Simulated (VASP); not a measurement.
# Al (Im-3m) in VASP: a series of runs

The runs below take Al through single point, with PBE.

Everything below comes from runs of VASP 6.6.1. Logs are shortened: lines on timing, memory, paths and dates and some standing lists are left out, and cuts for length are marked.

## 1. The cell of the first run

The structure is cubic, space group Im-3m (No. 229). The conventional cell has a = 3.206 Å, b = 3.206 Å, c = 3.206 Å, α = 90.00°, β = 90.00°, γ = 90.00°. Al (site symmetry m-3m) has 14 Al at 2.78 to 3.21 Å within 3.7 Å.

## 2. Single point, PBE (volume 16.476 Å^3 an atom, c/a of the conventional cell 1.0000)

File INCAR:

```
SYSTEM = Al
PREC     = Accurate       ! precision mode
ENCUT    = 520            ! plane-wave cutoff, eV
EDIFF    = 1E-6           ! SCF threshold, eV
ISMEAR   = 0              ! smearing method
SIGMA    = 0.15           ! smearing width, eV
LREAL    = .False.        ! projectors in reciprocal space
LASPH    = .True.         ! aspherical terms in the spheres
NELM     = 80             ! most SCF steps
ALGO     = Fast           ! electronic algorithm
ISIF     = 2              ! what is computed and relaxed
LWAVE    = .False.        ! write WAVECAR
LCHARG   = .False.        ! write CHGCAR
GGA      = PE             ! functional
NBANDS   = 8              ! bands
```

File KPOINTS:

```
regular mesh
0
Gamma
  22 22 22
  0 0 0
```

File POSCAR:

```
Al
1.0
   -1.6029892036      1.6029892036      1.6029892036
    1.6029892036     -1.6029892036      1.6029892036
    1.6029892036      1.6029892036     -1.6029892036
Al
1
Direct
    0.0000000000      0.0000000000      0.0000000000
```

Potentials or basis: VASP PAW PBE potentials, release 64 (Al).

Launch:

```sh
$ cat potpaw_PBE.64/Al/POTCAR > POTCAR
$ mpirun -np 1 vasp_std > vasp.out
```

OUTCAR:

```text
SYSTEM = Al
   PREC = Accurate
   ENCUT = 520
   EDIFF = 1E-6
   ISMEAR = 0
   LREAL = .False.
   LASPH = .True.
   NELM = 80
   ISIF = 2
   GGA = PE

 ion  position               nearest neighbor table
   1  0.000  0.000  0.000-

  LATTYP: Found a body centered cubic cell.
 ALAT       =     3.2059784072

  Lattice vectors:

 A1 = (  -1.6029892036,   1.6029892036,   1.6029892036)
 A2 = (   1.6029892036,  -1.6029892036,   1.6029892036)
 A3 = (   1.6029892036,   1.6029892036,  -1.6029892036)

Analysis of symmetry for initial positions (statically):
=====================================================================
 Subroutine PRICEL returns:
 Original cell was already a primitive cell.

 Routine SETGRP: Setting up the symmetry group for a
 body centered cubic supercell.

 Subroutine GETGRP returns: Found 48 space group operations
 (whereof 48 operations were pure point group operations)
 out of a pool of 48 trial point group operations.

The static configuration has the point symmetry O_h .

Analysis of symmetry for dynamics (positions and initial velocities):
=====================================================================
 Subroutine PRICEL returns:
 Original cell was already a primitive cell.

 Routine SETGRP: Setting up the symmetry group for a
 body centered cubic supercell.

 Subroutine GETGRP returns: Found 48 space group operations
 (whereof 48 operations were pure point group operations)
 out of a pool of 48 trial point group operations.

The dynamic configuration has the point symmetry O_h .

 Subroutine INISYM returns: Found 48 space group operations
 (whereof 48 operations are pure point group operations),
 and found     1 'primitive' translations

----------------------------------------------------------------------------------------

                                     Primitive cell

  volume of cell :      16.4760

  direct lattice vectors                    reciprocal lattice vectors
    -1.602989204  1.602989204  1.602989204     0.000000000  0.311917260  0.311917260
     1.602989204 -1.602989204  1.602989204     0.311917260  0.000000000  0.311917260
     1.602989204  1.602989204 -1.602989204     0.311917260  0.311917260  0.000000000

  length of vectors
     2.776458745  2.776458745  2.776458745     0.441117619  0.441117619  0.441117619

  position of ions in fractional coordinates (direct lattice)
     0.000000000  0.000000000  0.000000000

  ion indices of the primitive-cell ions
   primitive index   ion index
                 1           1

----------------------------------------------------------------------------------------

 KPOINTS: regular mesh

Automatic generation of k-mesh.
 Grid dimensions read from file:
 generate k-points for:   22   22   22

 Generating k-lattice:

  Cartesian coordinates                     Fractional coordinates (reciprocal lattice)
     0.000000000  0.014178057  0.014178057     0.045454545  0.000000000  0.000000000
     0.014178057  0.000000000  0.014178057     0.000000000  0.045454545  0.000000000
     0.014178057  0.014178057  0.000000000     0.000000000  0.000000000  0.045454545

  Length of vectors
     0.020050801  0.020050801  0.020050801

  Shift w.r.t. Gamma in fractional coordinates (k-lattice)
     0.000000000  0.000000000  0.000000000

 Subroutine IBZKPT returns following result:
 ===========================================

 Found    328 irreducible k-points:

 Following reciprocal coordinates:
            Coordinates               Weight
  0.000000  0.000000  0.000000      1.000000
  0.045455  0.000000  0.000000     12.000000
  0.090909  0.000000  0.000000     12.000000
  0.136364  0.000000  0.000000     12.000000
  0.181818  0.000000  0.000000     12.000000
  0.227273  0.000000  0.000000     12.000000
[... 16 lines left out ...]
  0.090909  0.090909  0.000000     24.000000
  0.136364  0.090909  0.000000     48.000000
 [... further k-points ...]
   k-points           NKPTS =    328   k-points in BZ     NKDIM =    328   number of bands    NBANDS=      8
   number of dos      NEDOS =    301   number of ions     NIONS =      1
   total plane-waves  NPLWV =  13824
   dimension x,y,z NGX =    24 NGY =   24 NGZ =   24
   dimension x,y,z NGXF=    48 NGYF=   48 NGZF=   48
   ions per type =               1
   NGX,Y,Z   is equivalent  to a cutoff of  14.37, 14.37, 14.37 a.u.
   NGXF,Y,Z  is equivalent  to a cutoff of  28.74, 28.74, 28.74 a.u.
 SYSTEM =  Al
   PREC   = accura    normal or accurate (medium, high low for compatibility)
   ISTART =      0    job   : 0-new  1-cont  2-samecut
   ICHARG =      2    charge: 1-file 2-atom 10-const
   ISPIN  =      1    spin polarized calculation?
   LNONCOLLINEAR =      F non collinear calculations
   LSORBIT =      F    spin-orbit coupling
   LASPH  =      T    aspherical Exc in radial PAW
   ENCUT  =  520.0 eV  38.22 Ry    6.18 a.u.   5.16  5.16  5.16*2*pi/ulx,y,z
   NELM   =     80;   NELMIN=  2; NELMDL= -5     # of ELM steps
   EDIFF  = 0.1E-05   stopping-criterion for ELM
   LREAL  =      F    real-space projection
   EDIFFG = 0.1E-04   stopping-criterion for IOM
   NSW    =      0    number of steps for IOM
   IBRION =     -1    ionic relax: 0-MD 1-quasi-New 2-CG
   NFREE  =      0    steps in history (QN), initial steepest desc. (CG)
   ISIF   =      2    stress and relaxation
   ISYM   =      2    0-nonsym 1-usesym 2-fastsym
   POTIM  = 0.5000    time-step for ionic-motion
   TEBEG  =    0.0;   TEEND  =   0.0 temperature during run
   PSTRESS=    0.0 pullay stress
   NELECT =       3.0000    total number of electrons
   NUPDOWN=      -1.0000    fix difference up-down
   EMIN   =  10.00;   EMAX   =-10.00  energy-range for DOS
   EFERMI =   0.00;   METHOD = LEGACY
   ISMEAR =     0;   SIGMA  =   0.15  broadening in eV -4-tet -1-fermi 0-gaus
   EFERMI_NEDOS =   21; number of points for ismear=-14 and -15
   IALGO  =     68    algorithm
   IMIX   =      4    mixing-type and parameters
     AMIX     =   0.40;   BMIX     =  1.00
     AMIX_MAG =   1.60;   BMIX_MAG =  1.00
  volume/ion in A,a.u.               =      16.48       111.19
  Fermi-wavevector in a.u.,A,eV,Ry     =   0.927893  1.753464 11.714423  0.860986
  Thomas-Fermi vector in A             =   2.054012
   LORBIT       =      0    0 simple, 1 ext, 2 COOP (PROOUT), +10 PAW based schemes
   GGA     = PE    functional components
   LHFCALC =     F    Hartree Fock is set to
   AEXX    =    0.0000 exact exchange contribution
   IVDW    =     0    specifies the selected vdW correction
   LEPSILON=     F    determine dielectric tensor
   LRPA    =     F    only Hartree local field effects (RPA)
 non-spin polarized calculation
 RMM-DIIS sequential band-by-band and
 Gauss-broadening in eV      SIGMA  =   0.15
  energy-cutoff  :      520.00
  volume of cell :       16.48
 maximum number of plane-waves:       466
 NGX is ok and might be reduce to    24
   NGX = 11   NGY = 11   NGZ = 11

 number of electron       3.0000000 magnetization

 Free energy of the ion-electron system (eV)
  ---------------------------------------------------
  ext. energy  EPLUGINS =         0.00000000
  ---------------------------------------------------
  free energy    TOTEN  =        -3.65075620 eV

  energy without entropy =       -3.64628421  energy(sigma->0) =       -3.64852021

 E-fermi :   8.0352     XC(G=0): -10.2065

 val. band max:        8.0189223048   @ k =   0.3636   0.2727   0.0000
 cond. band min:       8.0543797956   @ k =  -0.3636  -0.4545   0.1818
 fundamental gap:      0.0354574908
 Fermi energy:         8.0351968588

 k-point     1 :       0.0000    0.0000    0.0000
  band No.  band energies     occupation
      1      -3.1242      2.00000
      2      21.2951      0.00000
      3      21.2951      0.00000
      4      21.2951      0.00000
      5      22.7413      0.00000
      6      22.7413      0.00000
      7      22.7413      0.00000
      8      24.3483      0.00000

 k-point     2 :       0.0455    0.0000    0.0000
  band No.  band energies     occupation
      1      -3.0647      2.00000
      2      20.4574      0.00000
      3      20.7796      0.00000
      4      21.0379      0.00000
      5      22.4769      0.00000
      6      23.1137      0.00000
      7      23.3559      0.00000
      8      23.7314      0.00000

 k-point     3 :       0.0909    0.0000    0.0000
  band No.  band energies     occupation
      1      -2.8862      2.00000
      2      18.8141      0.00000
      3      19.9654      0.00000
      4      20.4246      0.00000
      5      21.8620      0.00000
      6      22.9304      0.00000
      7      23.6731      0.00000
      8      24.4479      0.00000

 k-point     4 :       0.1364    0.0000    0.0000
  band No.  band energies     occupation
      1      -2.5892      2.00000
      2      16.9537      0.00000
      3      19.1862      0.00000
      4      19.6866      0.00000
      5      21.1463      0.00000
      6      22.2756      0.00000
      7      24.2045      0.00000
      8      24.6566      0.00000

 k-point     5 :       0.1818    0.0000    0.0000
  band No.  band energies     occupation
      1      -2.1745      2.00000
      2      15.0660      0.00000
      3      18.4870      0.00000
      4      18.9508      0.00000
      5      20.4498      0.00000
      6      21.6832      0.00000
      7      24.7742      0.00000
      8      24.9692      0.00000
[... 177 lines left out ...]
 k-point    22 :       0.4545    0.0455   -0.0000
  band No.  band energies     occupation
      1       3.3117      2.00000
      2       4.6484      2.00000
      3      15.2127      0.00000
      4      16.3726      0.00000
      5      18.4612      0.00000
      6      20.0703      0.00000
      7      28.3088      0.00000
      8      29.6005      0.00000

 k-point    23 :       0.0909    0.0909    0.0000
  band No.  band energies     occupation
      1      -2.4113      2.00000
      2      16.9640      0.00000
      3      17.1809      0.00000
      4      19.2074      0.00000
      5      22.0800      0.00000
      6      22.1970      0.00000
      7      24.3200      0.00000
      8      24.7448      0.00000

 k-point    24 :       0.1364    0.0909    0.0000
  band No.  band energies     occupation
      1      -1.9971      2.00000
      2      15.1905      0.00000
      3      16.3318      0.00000
      4      18.5279      0.00000
      5      21.5231      0.00000
      6      22.3051      0.00000
      7      24.2906      0.00000
      8      25.6147      0.00000

 [... further k-points ...]
[... 5 lines left out ...]
  --------------------------------------------------------------------------------------
  -------------------------------------------------------------------------------------
  Total        0.1994030      0.1994030      0.1994030     -0.0000000      0.0000000     -0.0000000
  in kB       19.3905631     19.3905631     19.3905631     -0.0000000      0.0000000     -0.0000000
  external PRESSURE =      19.3905631 kB  Pullay stress =       0.0000000 kB

 VOLUME and BASIS-vectors are now :
 -----------------------------------------------------------------------------
  energy-cutoff  :      520.00
  volume of cell :       16.48
      direct lattice vectors                 reciprocal lattice vectors
    -1.602989204  1.602989204  1.602989204     0.000000000  0.311917260  0.311917260
     1.602989204 -1.602989204  1.602989204     0.311917260  0.000000000  0.311917260
     1.602989204  1.602989204 -1.602989204     0.311917260  0.311917260  0.000000000

 POSITION                                       TOTAL-FORCE (eV/Angst)
 -----------------------------------------------------------------------------------
      0.00000      0.00000      0.00000         0.000000      0.000000      0.000000
 -----------------------------------------------------------------------------------
    total drift:                                0.000000     -0.000000      0.000000

  FREE ENERGIE OF THE ION-ELECTRON SYSTEM (eV)
  ---------------------------------------------------
  free  energy   TOTEN  =        -3.6507562003 eV

  energy  without entropy=       -3.6462842125  energy(sigma->0) =       -3.64852021
```

Wall time 21 s (1 thread of Intel Xeon Platinum 8488C (Sapphire Rapids), shared host); peak memory 0.16 GiB.

Results:

```yaml
Free_energy: -3.6508 eV
Pressure: 1.9 GPa
```

Levels at points of the mesh, in eV from the Fermi level:
```csv
k point,band 1,band 2,band 3,band 4,band 5,band 6
"(0.00, 0.00, 0.00)",-11.16,13.26,13.26,13.26,14.71,14.71
"(0.50, 0.00, 0.00)",-4.34,-3.88,8.16,8.26,9.97,11.42
"(0.50, 0.50, 0.50)",1.85,1.85,1.85,2.97,2.97,5.59
```

## 3. Single point, PBE (volume 17.379 Å^3 an atom, c/a of the conventional cell 1.0000)

File INCAR:

```
PREC = Accurate
ENCUT = 520
EDIFF = 1E-7
ISMEAR = 0
SIGMA = 0.15
LREAL = False
LASPH = True
NELM = 80
ALGO = Fast
ISIF = 2
LWAVE = False
LCHARG = False
GGA = PE
NBANDS = 8
```

File KPOINTS:

```
regular mesh
0
Gamma
  22 22 22
```

File POSCAR:

```
Al
1.0
   -1.6317549192      1.6317549192      1.6317549192
    1.6317549192     -1.6317549192      1.6317549192
    1.6317549192      1.6317549192     -1.6317549192
Al
1
Direct
    0.0000000000      0.0000000000      0.0000000000
```

Potentials or basis: VASP PAW PBE potentials, release 64 (Al).

Launch:

```sh
$ cat potpaw_PBE.64/Al/POTCAR > POTCAR
$ mpirun -np 1 vasp_std > vasp.out
```

It took 29 s on 1 thread of Intel Xeon Platinum 8488C (Sapphire Rapids), shared host; peak memory 0.16 GiB.

The run converged. Its results:

- Free energy: -3.6508 eV
- Pressure: -1.7 GPa

Levels at points of the mesh, in eV from the Fermi level:
| k point | band 1 | band 2 | band 3 | band 4 |
| --- | --- | --- | --- | --- |
| (0.00, 0.00, 0.00) | -10.78 | 12.95 | 12.95 | 12.95 |
| (0.50, 0.00, 0.00) | -4.13 | -3.81 | 7.77 | 8.14 |
| (0.50, 0.50, 0.50) | 1.78 | 1.78 | 1.78 | 3.06 |

## 4. Single point, PBE (volume 17.831 Å^3 an atom, c/a of the conventional cell 1.0000)

File INCAR:

```
SYSTEM = Al
PREC = Accurate
ENCUT = 520
EDIFF = 1E-6
ISMEAR = 0
SIGMA = 0.15
LREAL = .FALSE.
LASPH = .TRUE.
NELM = 60
ALGO = Normal
ISIF = 2
LWAVE = .FALSE.
LCHARG = .FALSE.
GGA = PE
NBANDS = 8
```

File KPOINTS:

```
regular mesh
0
G
  22 22 22
  0 0 0
```

File POSCAR:

```
Al
1.0
   -1.6457804644      1.6457804644      1.6457804644
    1.6457804644     -1.6457804644      1.6457804644
    1.6457804644      1.6457804644     -1.6457804644
Al
1
Direct
    0.0000000000      0.0000000000      0.0000000000
```

Launch:

```sh
$ cat potpaw_PBE.64/Al/POTCAR > POTCAR
$ mpirun -np 1 vasp_std > vasp.out
```

It took 24 s on 1 thread of Intel Xeon Platinum 8488C (Sapphire Rapids), shared host; peak memory 0.16 GiB.

The run converged. Its results:

- Free energy: -3.6438 eV
- Pressure: -3.2 GPa

Levels at points of the mesh, in eV from the Fermi level:
```
           k point  band 1  band 2  band 3  band 4
(0.00, 0.00, 0.00)  -10.60   12.81   12.81   12.81
(0.50, 0.00, 0.00)   -4.03   -3.78    7.59    8.09
(0.50, 0.50, 0.50)    1.74    1.74    1.74    3.10
```

## 5. Single point, PBE (volume 18.282 Å^3 an atom, c/a of the conventional cell 1.0000)

File INCAR:

```
SYSTEM = Al
ALGO = Fast
EDIFF = 1E-6
ENCUT = 520
GGA = PE
ISIF = 2
ISMEAR = 0
LASPH = .True.
LCHARG = .False.
LREAL = .False.
LWAVE = .False.
NBANDS = 8
NELM = 80
PREC = Accurate
SIGMA = 0.15
```

File KPOINTS:

```
k-points
0
Gamma
  22 22 22
  0 0 0
```

File POSCAR:

```
Al
1.0
   -1.6595406868      1.6595406868      1.6595406868
    1.6595406868     -1.6595406868      1.6595406868
    1.6595406868      1.6595406868     -1.6595406868
Al
1
Direct
    0.0000000000      0.0000000000      0.0000000000
```

Launch:

```sh
$ cat potpaw_PBE.64/Al/POTCAR > POTCAR
$ mpirun -np 1 vasp_std > vasp.out
```

It took 27 s on 1 thread of Intel Xeon Platinum 8488C (Sapphire Rapids), shared host; peak memory 0.16 GiB.

Results (log left out):

| Quantity | Value |
| --- | --- |
| Free energy | -3.6329 eV |
| Pressure | -4.5 GPa |

Levels at points of the mesh, in eV from the Fermi level:
```tsv
k point	band 1	band 2	band 3	band 4	band 5
(0.00, 0.00, 0.00)	-10.43	12.67	12.67	12.67	13.27
(0.50, 0.00, 0.00)	-3.94	-3.75	7.42	8.04	9.28
(0.50, 0.50, 0.50)	1.71	1.71	1.71	3.14	3.14
```

## 6. Summary

```tsv
cell	gap on the mesh (eV)	pressure (GPa)
a = 2.776 Å, angles 109.5°, 1 atom	none	1.9
a = 2.826 Å, angles 109.5°, 1 atom	none	-1.7
a = 2.851 Å, angles 109.5°, 1 atom	none	-3.2
a = 2.874 Å, angles 109.5°, 1 atom	none	-4.5
```

Alike in all rows: task single point; level PBE; potentials or basis VASP PAW PBE potentials, release 64 (Al); no spin polarisation; k mesh 22 × 22 × 22; cutoff (eV) 520; smearing gaussian 0.15 eV.

Total energies depend on the potentials used, so only differences within one code and one set of settings carry meaning.
